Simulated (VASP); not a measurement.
Here is a VASP 6.6.1 calculation.

INCAR

```
SYSTEM = CoO
ALGO = Normal
EDIFF = 1E-6
ENCUT = 700
GGA = PE
GGA_COMPAT = .False.
ISIF = 2
ISMEAR = -1
ISPIN = 2
LASPH = .True.
LCHARG = .False.
LMAXMIX = 4
LORBIT = 11
LREAL = .False.
LWAVE = .False.
MAGMOM = 2 0
NBANDS = 22
NELM = 200
PREC = Accurate
SIGMA = 0.05
```

KPOINTS

```
k-points
0
Gamma
  10 10 10
  0 0 0
```

POSCAR

```
CoO
1.0
    2.5705263100      0.0000000000      0.0000000000
    0.0000000000      2.5705263100      0.0000000000
    0.0000000000      0.0000000000      2.5705263100
Co O
1 1
Direct
    0.0000000000      0.0000000000      0.0000000000
    0.5000000000      0.5000000000      0.5000000000
```

Potentials or basis: VASP PAW PBE potentials, release 64 (Co_sv, O).

Launch:

```sh
$ cat potpaw_PBE.64/Co_sv/POTCAR potpaw_PBE.64/O/POTCAR > POTCAR
$ mpirun -np 1 vasp_std > vasp.out
```

Q: What does it give for the pressure?

A: 10.6 GPa.

Q: Predict the net moment.

A: 3.00 μB per cell.

Q: What does it give for the site moments?

A: Co +2.48; O +0.45 μB.

Q: Estimate the band gap on the k mesh.

A: Zero (filled and empty bands overlap).

Caveat: the cell stands under pressure; a cell with one magnetic atom can't hold antiferromagnetic order, which such compounds often take; semilocal functionals often make such compounds metallic where correlation or magnetic order opens a gap, which also shifts bond lengths. With open d or f shells a metallic result of PBE can be an artefact of self-interaction; +U or a hybrid may open a gap.
